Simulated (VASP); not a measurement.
**PbSe: single point with PBE**

The system is PbSe.

```xyz
2
Lattice="0.0000 3.1485 2.8966 3.1485 0.0000 2.8966 3.1485 3.1485 0.0000" Properties=species:S:1:pos:R:3 pbc="T T T"
Pb    0.0000    0.0000    0.0000
Se    3.1485    3.1485    2.8966
```

This cell differs from its parent crystal: ratio of the length along z to the lengths across it x 0.92, volume and fractional coordinates fixed.

```json
{"Program": "VASP 6.6.1", "Task": "single point", "Functional": "PBE", "Potentials or basis": "VASP PAW PBE potentials, release 64 (Pb_d, Se)", "Cutoff": "520 eV", "k mesh": "10 × 10 × 10", "Occupations": "gaussian, width 0.03 eV", "Spin": "no spin polarisation"}
```

- Pressure: 3.5 GPa
- Band gap on the k mesh: 0.08 eV, direct

Stress tensor (GPa, compression positive):
```
-0.70  0.00  0.00
 0.00 -0.70  0.00
 0.00  0.00 11.75
```

Levels at points of the mesh, in eV from the valence-band top:
| k point | band 8 | band 9 | band 10 | band 11 | band 12 | band 13 |
| --- | --- | --- | --- | --- | --- | --- |
| (0.00, 0.00, 0.00) | -2.59 | -1.81 | -1.81 | 3.92 | 3.92 | 5.96 |
| (0.50, 0.00, 0.00) | -1.74 | -1.61 | 0.00 | 0.08 | 1.29 | 1.86 |
| (0.50, 0.50, 0.00) | -5.28 | -3.54 | -3.54 | 3.31 | 5.18 | 5.18 |
| (0.50, 0.00, 0.50) | -5.12 | -3.80 | -2.90 | 3.67 | 4.62 | 5.54 |

Wall time 33 s on 1 thread of Intel(R) Xeon(R) 6975P-C (Granite Rapids), with other jobs on the host, peak memory 0.25 GiB.

Caveat: spin-orbit coupling is left out, which moves the levels of the heavy elements. A k mesh can miss the band edges.
